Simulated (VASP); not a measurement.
# Ag (I4/mmm) in VASP: notebook

Runs on Ag. Level: PBEsol. Tasks: single point.

Everything below comes from runs of VASP 6.6.1. Logs are shortened: lines on timing, memory, paths and dates and some standing lists are left out, and cuts for length are marked.

### 1 The cell of the first run

The structure is tetragonal, space group I4/mmm (No. 139). The conventional cell has a = 2.889 Å, b = 2.889 Å, c = 4.004 Å, α = 90.00°, β = 90.00°, γ = 90.00°. Ag (site symmetry 4/mmm) has 12 Ag at 2.86 to 2.89 Å within 3.8 Å.

### 2 Single point, PBEsol (zz strain of -2 %)

The input, INCAR:

```
ALGO = Normal ; EDIFF = 1E-6
ENCUT = 520 ; GGA = PS
ISIF = 2 ; ISMEAR = -1
LASPH = T ; LCHARG = F
LREAL = F ; LWAVE = F
NBANDS = 12 ; NELM = 100
PREC = Accurate ; SIGMA = 0.03
```

The input, KPOINTS:

```
k-points
0
Gamma
  15 15 15
```

The input, POSCAR:

```
Ag
1.0
    0.0000000000      2.0431000000      2.0022380000
    2.0431000000      0.0000000000      2.0022380000
    2.0431000000      2.0431000000      0.0000000000
Ag
1
Direct
    0.0000000000      0.0000000000      0.0000000000
```

Potentials or basis: VASP PAW PBE potentials, release 64 (Ag).

Launch:

```
$ cat potpaw_PBE.64/Ag/POTCAR > POTCAR
$ mpirun -np 1 vasp_std > vasp.out
```

OUTCAR:

```text
EDIFF = 1E-6
   ENCUT = 520
   GGA = PS
   ISIF = 2
   ISMEAR = -1
   LASPH = T
   LREAL = F
   NELM = 100
   PREC = Accurate

 ion  position               nearest neighbor table
   1  0.000  0.000  0.000-

  LATTYP: Found a body centered tetragonal cell.
 ALAT       =     2.8893797293
 C/A-ratio  =     1.3859292911

  Lattice vectors:

 A1 = (   0.0000000000,  -2.0431000000,  -2.0022380000)
 A2 = (   0.0000000000,   2.0431000000,  -2.0022380000)
 A3 = (   2.0431000000,   0.0000000000,   2.0022380000)

Analysis of symmetry for initial positions (statically):
=====================================================================
 Subroutine PRICEL returns:
 Original cell was already a primitive cell.

 Routine SETGRP: Setting up the symmetry group for a
 body centered tetragonal supercell.

 Subroutine GETGRP returns: Found 16 space group operations
 (whereof 16 operations were pure point group operations)
 out of a pool of 16 trial point group operations.

The static configuration has the point symmetry D_4h.

Analysis of symmetry for dynamics (positions and initial velocities):
=====================================================================
 Subroutine PRICEL returns:
 Original cell was already a primitive cell.

 Routine SETGRP: Setting up the symmetry group for a
 body centered tetragonal supercell.

 Subroutine GETGRP returns: Found 16 space group operations
 (whereof 16 operations were pure point group operations)
 out of a pool of 16 trial point group operations.

The dynamic configuration has the point symmetry D_4h.

 Subroutine INISYM returns: Found 16 space group operations
 (whereof 16 operations are pure point group operations),
 and found     1 'primitive' translations

----------------------------------------------------------------------------------------

                                     Primitive cell

  volume of cell :      16.7157

  direct lattice vectors                    reciprocal lattice vectors
     0.000000000  2.043100000  2.002238000    -0.244726151  0.244726151  0.249720563
     2.043100000  0.000000000  2.002238000     0.244726151 -0.244726151  0.249720563
     2.043100000  2.043100000  0.000000000     0.244726151  0.244726151 -0.249720563

  length of vectors
     2.860631857  2.860631857  2.889379729     0.426781136  0.426781136  0.426781136

  position of ions in fractional coordinates (direct lattice)
     0.000000000  0.000000000  0.000000000

  ion indices of the primitive-cell ions
   primitive index   ion index
                 1           1

----------------------------------------------------------------------------------------

 KPOINTS: k-points

Automatic generation of k-mesh.
 Grid dimensions read from file:
 generate k-points for:   15   15   15

 Generating k-lattice:

  Cartesian coordinates                     Fractional coordinates (reciprocal lattice)
    -0.016315077  0.016315077  0.016648038     0.066666667  0.000000000  0.000000000
     0.016315077 -0.016315077  0.016648038     0.000000000  0.066666667  0.000000000
     0.016315077  0.016315077 -0.016648038    -0.000000000 -0.000000000  0.066666667

  Length of vectors
     0.028452076  0.028452076  0.028452076

  Shift w.r.t. Gamma in fractional coordinates (k-lattice)
     0.000000000  0.000000000  0.000000000

 Subroutine IBZKPT returns following result:
 ===========================================

 Found    288 irreducible k-points:

 Following reciprocal coordinates:
            Coordinates               Weight
  0.000000  0.000000  0.000000      1.000000
  0.066667 -0.000000  0.000000      8.000000
  0.133333  0.000000  0.000000      8.000000
  0.200000  0.000000  0.000000      8.000000
  0.266667  0.000000  0.000000      8.000000
  0.333333  0.000000  0.000000      8.000000
[... 16 lines left out ...]
  0.133333  0.133333  0.000000      2.000000
  0.200000  0.133333  0.000000      8.000000
 [... further k-points ...]
   k-points           NKPTS =    288   k-points in BZ     NKDIM =    288   number of bands    NBANDS=     12
   number of dos      NEDOS =    301   number of ions     NIONS =      1
   total plane-waves  NPLWV =  13824
   dimension x,y,z NGX =    24 NGY =   24 NGZ =   24
   dimension x,y,z NGXF=    48 NGYF=   48 NGZF=   48
   ions per type =               1
   NGX,Y,Z   is equivalent  to a cutoff of  13.95, 13.95, 13.81 a.u.
   NGXF,Y,Z  is equivalent  to a cutoff of  27.90, 27.90, 27.62 a.u.
 SYSTEM =  unknown system
   PREC   = accura    normal or accurate (medium, high low for compatibility)
   ISTART =      0    job   : 0-new  1-cont  2-samecut
   ICHARG =      2    charge: 1-file 2-atom 10-const
   ISPIN  =      1    spin polarized calculation?
   LNONCOLLINEAR =      F non collinear calculations
   LSORBIT =      F    spin-orbit coupling
   LASPH  =      T    aspherical Exc in radial PAW
   ENCUT  =  520.0 eV  38.22 Ry    6.18 a.u.   5.32  5.32  5.37*2*pi/ulx,y,z
   NELM   =    100;   NELMIN=  2; NELMDL= -5     # of ELM steps
   EDIFF  = 0.1E-05   stopping-criterion for ELM
   LREAL  =      F    real-space projection
[... 7 lines left out ...]
   TEBEG  =    0.0;   TEEND  =   0.0 temperature during run
   PSTRESS=    0.0 pullay stress
   NELECT =      11.0000    total number of electrons
   NUPDOWN=      -1.0000    fix difference up-down
   EMIN   =  10.00;   EMAX   =-10.00  energy-range for DOS
   EFERMI =   0.00;   METHOD = LEGACY
   ISMEAR =    -1;   SIGMA  =   0.03  broadening in eV -4-tet -1-fermi 0-gaus
   EFERMI_NEDOS =   21; number of points for ismear=-14 and -15
   IALGO  =     38    algorithm
   IMIX   =      4    mixing-type and parameters
     AMIX     =   0.40;   BMIX     =  1.00
     AMIX_MAG =   1.60;   BMIX_MAG =  1.00
  volume/ion in A,a.u.               =      16.72       112.80
  Fermi-wavevector in a.u.,A,eV,Ry     =   1.423959  2.690892 27.587969  2.027659
  Thomas-Fermi vector in A             =   2.544501
   LORBIT       =      0    0 simple, 1 ext, 2 COOP (PROOUT), +10 PAW based schemes
   GGA     = PS    functional components
   LHFCALC =     F    Hartree Fock is set to
   AEXX    =    0.0000 exact exchange contribution
   IVDW    =     0    specifies the selected vdW correction
   LEPSILON=     F    determine dielectric tensor
   LRPA    =     F    only Hartree local field effects (RPA)
 non-spin polarized calculation
  energy-cutoff  :      520.00
  volume of cell :       16.72
 maximum number of plane-waves:       463
 NGX is ok and might be reduce to    24
   NGX = 11   NGY = 11   NGZ = 11

 number of electron      11.0000001 magnetization

 Free energy of the ion-electron system (eV)
  ---------------------------------------------------
  ext. energy  EPLUGINS =         0.00000000
  ---------------------------------------------------
  free energy    TOTEN  =        -3.30620328 eV

  energy without entropy =       -3.30499039  energy(sigma->0) =       -3.30559684

 E-fermi :   8.6531     XC(G=0): -12.5314

 val. band max:        8.6493164576   @ k =   0.4667  -0.0000   0.2667
 cond. band min:       8.6763142721   @ k =  -0.2667   0.0000   0.2667
 fundamental gap:      0.0269978145
 Fermi energy:         8.6531417070

 k-point     1 :       0.0000    0.0000    0.0000
  band No.  band energies     occupation
      1       0.5315      2.00000
      2       3.6194      2.00000
      3       3.6194      2.00000
      4       3.7518      2.00000
      5       4.6778      2.00000
      6       4.8116      2.00000
      7      24.5436      0.00000
      8      28.1319      0.00000
      9      28.1319      0.00000
     10      28.4195      0.00000
     11      33.0971      0.00000
     12      34.1905      0.00000

 k-point     2 :       0.0667   -0.0000    0.0000
  band No.  band energies     occupation
      1       0.6726      2.00000
      2       3.6051      2.00000
      3       3.6594      2.00000
      4       3.7719      2.00000
      5       4.6651      2.00000
      6       4.7937      2.00000
      7      24.5755      0.00000
      8      27.0864      0.00000
      9      28.2009      0.00000
     10      28.3949      0.00000
     11      33.1193      0.00000
     12      34.1224      0.00000

 k-point     3 :       0.1333    0.0000    0.0000
  band No.  band energies     occupation
      1       1.0727      2.00000
      2       3.5531      2.00000
      3       3.7535      2.00000
      4       3.8524      2.00000
      5       4.6526      2.00000
      6       4.7623      2.00000
      7      23.9547      0.00000
      8      25.6300      0.00000
      9      28.3574      0.00000
     10      28.5341      0.00000
     11      32.0141      0.00000
     12      33.4102      0.00000
[... 286 lines left out ...]
 k-point    23 :       0.1333    0.1333    0.0000
  band No.  band energies     occupation
      1       1.2753      2.00000
      2       3.4476      2.00000
      3       3.8969      2.00000
      4       3.8969      2.00000
      5       4.5488      2.00000
      6       4.8132      2.00000
      7      24.7853      0.00000
      8      26.3542      0.00000
      9      26.4412      0.00000
     10      26.4412      0.00000
     11      33.2482      0.00000
     12      33.8076      0.00000

 k-point    24 :       0.2000    0.1333    0.0000
  band No.  band energies     occupation
      1       1.7151      2.00000
      2       3.3080      2.00000
      3       4.0225      2.00000
      4       4.0273      2.00000
      5       4.5258      2.00000
      6       4.8962      2.00000
      7      23.6671      0.00000
      8      25.2090      0.00000
      9      25.6817      0.00000
     10      27.2380      0.00000
     11      31.4193      0.00000
     12      33.9226      0.00000

 [... further k-points ...]

------------------------ aborting loop because EDIFF is reached ----------------------------------------

  FORCE on cell =-STRESS in cart. coord.  units (eV):
  Direction    XX          YY          ZZ          XY          YZ          ZX
  --------------------------------------------------------------------------------------
  -------------------------------------------------------------------------------------
  Total       -0.0705331     -0.0705331     -0.0839809      0.0000000      0.0000000     -0.0000000
  in kB       -6.7604951     -6.7604951     -8.0494452      0.0000000      0.0000000     -0.0000000
  external PRESSURE =      -7.1901451 kB  Pullay stress =       0.0000000 kB

 VOLUME and BASIS-vectors are now :
 -----------------------------------------------------------------------------
  energy-cutoff  :      520.00
  volume of cell :       16.72
      direct lattice vectors                 reciprocal lattice vectors
     0.000000000  2.043100000  2.002238000    -0.244726151  0.244726151  0.249720563
     2.043100000  0.000000000  2.002238000     0.244726151 -0.244726151  0.249720563
     2.043100000  2.043100000  0.000000000     0.244726151  0.244726151 -0.249720563

 POSITION                                       TOTAL-FORCE (eV/Angst)
 -----------------------------------------------------------------------------------
      0.00000      0.00000      0.00000        -0.000000     -0.000000      0.000000
 -----------------------------------------------------------------------------------
    total drift:                               -0.000000      0.000000      0.000000

  FREE ENERGIE OF THE ION-ELECTRON SYSTEM (eV)
  ---------------------------------------------------
  free  energy   TOTEN  =        -3.3062032820 eV

  energy  without entropy=       -3.3049903906  energy(sigma->0) =       -3.30559684
```

Run time: 50 s. Hardware: 1 thread of Intel Xeon 8259CL, shared host; peak memory 0.18 GiB.

What came out:

```
Free energy            : -3.3062 eV
Pressure               : -0.7 GPa
Band gap on the k mesh : zero (an odd number of electrons rules out a gap without spin polarisation)
```

Stress tensor (GPa, compression positive):
```
-0.68  0.00  0.00
 0.00 -0.68  0.00
 0.00  0.00 -0.80
```

Caveat: the cell differs from its parent crystal (zz strain of -2 %); the PAW data sets were made with another functional, which shifts forces and pressure a little.

### 3 Single point, PBEsol (zz strain of -1 %)

The input, INCAR:

```
SYSTEM = Ag
ALGO     = Normal         ! electronic algorithm
EDIFF    = 1E-7           ! SCF threshold, eV
ENCUT    = 520            ! plane-wave cutoff, eV
GGA      = PS             ! functional
ISIF     = 2              ! what is computed and relaxed
ISMEAR   = -1             ! smearing method
LASPH    = .TRUE.         ! aspherical terms in the spheres
LCHARG   = .FALSE.        ! write CHGCAR
LREAL    = .FALSE.        ! projectors in reciprocal space
LWAVE    = .FALSE.        ! write WAVECAR
NBANDS   = 12             ! bands
NELM     = 100            ! most SCF steps
PREC     = Accurate       ! precision mode
SIGMA    = 0.03           ! smearing width, eV
```

The input, KPOINTS:

```
k-points
0
G
  15 15 15
  0 0 0
```

The input, POSCAR:

```
Ag
1.0
    0.0000000000      2.0431000000      2.0226690000
    2.0431000000      0.0000000000      2.0226690000
    2.0431000000      2.0431000000      0.0000000000
Ag
1
Direct
    0.0000000000      0.0000000000      0.0000000000
```

Potentials or basis: VASP PAW PBE potentials, release 64 (Ag).

Launch:

```
$ cat potpaw_PBE.64/Ag/POTCAR > POTCAR
$ mpirun -np 1 vasp_std > vasp.out
```

Wall time 50 s (1 thread of Intel Xeon 8259CL, shared host); peak memory 0.18 GiB.

The run converged. Its results:

```
Free energy            : -3.3048 eV
Pressure               : -1.9 GPa
Band gap on the k mesh : zero (an odd number of electrons rules out a gap without spin polarisation)
```

Levels at points of the mesh, in eV from the Fermi level:
```tsv
k point	band 3	band 4	band 5	band 6	band 7	band 8	band 9	band 10
(0.00, 0.00, 0.00)	-4.97	-4.91	-3.92	-3.85	15.87	19.45	19.45	19.59
```

Caveat: the cell differs from its parent crystal (zz strain of -1 %); the PAW data sets were made with another functional, which shifts forces and pressure a little.
